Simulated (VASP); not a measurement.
A run of VASP 6.6.1 is set up as follows.

INCAR

```
PREC = Accurate ; ENCUT = 520
EDIFF = 1E-6 ; ISMEAR = 0
SIGMA = 0.1 ; LREAL = False
LASPH = True ; NELM = 100
ALGO = Normal ; ISIF = 2
LWAVE = False ; LCHARG = True
GGA = PE ; LELF = True
LVHAR = True ; NBANDS = 15
```

Contents of KPOINTS:

```
regular mesh
0
Gamma
  16 16 16
```

Contents of POSCAR:

```
ZrC
1.0
    0.0000000000      2.3226185346      2.3226185346
    2.3226185346      0.0000000000      2.3226185346
    2.3226185346      2.3226185346      0.0000000000
Zr C
1 1
Direct
    0.5000000000      0.5000000000      0.5000000000
    0.0000000000      0.0000000000      0.0000000000
```

Potentials or basis: VASP PAW PBE potentials, release 64 (Zr_sv, C).

Launch:

```bash
$ cat potpaw_PBE.64/Zr_sv/POTCAR potpaw_PBE.64/C/POTCAR > POTCAR
$ mpirun -np 1 vasp_std > vasp.out
```

Task: What does it give for the pressure?

Result: 10.1 GPa.

Task: Predict the band gap on the k mesh.

Result: Zero (band 8 reaches 10.97 eV, above the bottom of band 9 at 9.65 eV).

Caveat: the cell differs from its parent crystal (strained).
